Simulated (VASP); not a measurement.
Here is a VASP 6.6.1 calculation.

INCAR

```
PREC = Accurate
ENCUT = 520
EDIFF = 1E-7
ISMEAR = 0
SIGMA = 0.05
LREAL = F
LASPH = T
NELM = 80
ALGO = Normal
ISIF = 2
LWAVE = F
LCHARG = F
GGA = PE
NBANDS = 16
```

KPOINTS

```
regular mesh
0
Gamma
  9 9 6
```

POSCAR

```
MgO
1.0
    3.3924438902      0.0000000000      0.0000000000
   -1.6962219451      2.9379425898      0.0000000000
    0.0000000000      0.0000000000      4.8912256008
Mg O
2 2
Direct
    0.3333333333      0.6666666667      0.0258441501
    0.6666666667      0.3333333333      0.5258441501
    0.3333333333      0.6666666667      0.3982811987
    0.6666666667      0.3333333333      0.8982811987
```

Potentials or basis: VASP PAW PBE potentials, release 64 (Mg, O).

Launch:

```bash
$ cat potpaw_PBE.64/Mg/POTCAR potpaw_PBE.64/O/POTCAR > POTCAR
$ mpirun -np 1 vasp_std > vasp.out
```

(1) What does it give for the band gap on the k mesh?

(2) Estimate the largest force.

(3) Predict the pressure.

## Answers

(1) 3.40 eV, direct.

(2) 2.109 eV/Å.

(3) 3.1 GPa.

Caveat: forces of over 1 eV/Å act on the atoms, so gaps and moduli don't describe the material at rest.
